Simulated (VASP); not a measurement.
A run of VASP 6.6.1 is set up as follows.

Contents of POSCAR:

```
In3SbAs2
1.0
   -2.1913802950      6.5735184946      3.0944045341
    2.1913802950     -6.5735184946      3.0944045341
    2.1913802950      6.5735184946     -3.0944045341
As In Sb
2 3 1
Direct
    0.3324506013      0.0007186254      0.3317319759
    0.6689866495      0.0007186254      0.6682680241
    0.5645207638      0.7392722332      0.8252485307
    0.9140237025      0.7392722332      0.1747514693
    0.2720702195      0.7720702195      0.5000000000
   -0.0020519367     -0.0020519367      0.0000000000
```

The input INCAR.step1:

```
SYSTEM = In3SbAs2
PREC = Accurate
ENCUT = 520
ISMEAR = -1
SIGMA = 0.02
LREAL = .FALSE.
LASPH = .TRUE.
NELM = 100
NBANDS = 36
GGA = PE
ALGO = Normal
EDIFF = 1E-4
LWAVE = .TRUE.
LCHARG = .FALSE.
```

The input INCAR.step2:

```
SYSTEM = In3SbAs2
PREC = Accurate
ENCUT = 520
EDIFF = 1E-6
ISMEAR = -1
SIGMA = 0.02
LREAL = .FALSE.
LASPH = .TRUE.
NELM = 100
ALGO = Normal
ISIF = 2
LWAVE = .FALSE.
LCHARG = .TRUE.
METAGGA = R2SCAN
LMIXTAU = .TRUE.
LELF = .TRUE.
LVHAR = .TRUE.
NBANDS = 36
ISTART = 1
```

KPOINTS

```
regular mesh
0
G
  6 6 6
  0 0 0
```

Potentials or basis: VASP PAW PBE potentials, release 64 (As, In_d, Sb).

The run is started by

```bash
$ cat potpaw_PBE.64/As/POTCAR potpaw_PBE.64/In_d/POTCAR potpaw_PBE.64/Sb/POTCAR > POTCAR
$ cp INCAR.step1 INCAR
$ mpirun -np 1 vasp_std > vasp.out
$ cp INCAR.step2 INCAR
$ mpirun -np 1 vasp_std > vasp.out
```

Question: Predict the pressure.

Answer: 1.7 GPa.

Question: Estimate the band gap on the k mesh.

Answer: 0.05 eV.

Question: Predict the largest force.

Answer: 0.018 eV/Å.

Forces in eV/Å, atoms in the order of the input:
```
As   0.000  0.000  0.016
As   0.000  0.000  0.016
In   0.000  0.000 -0.014
In   0.000  0.000 -0.014
In   0.000  0.000  0.013
Sb   0.000  0.000 -0.018
```

Caveat: the PAW data sets were made with another functional, which shifts forces and pressure a little; spin-orbit coupling is left out, which moves the levels of the heavy elements.
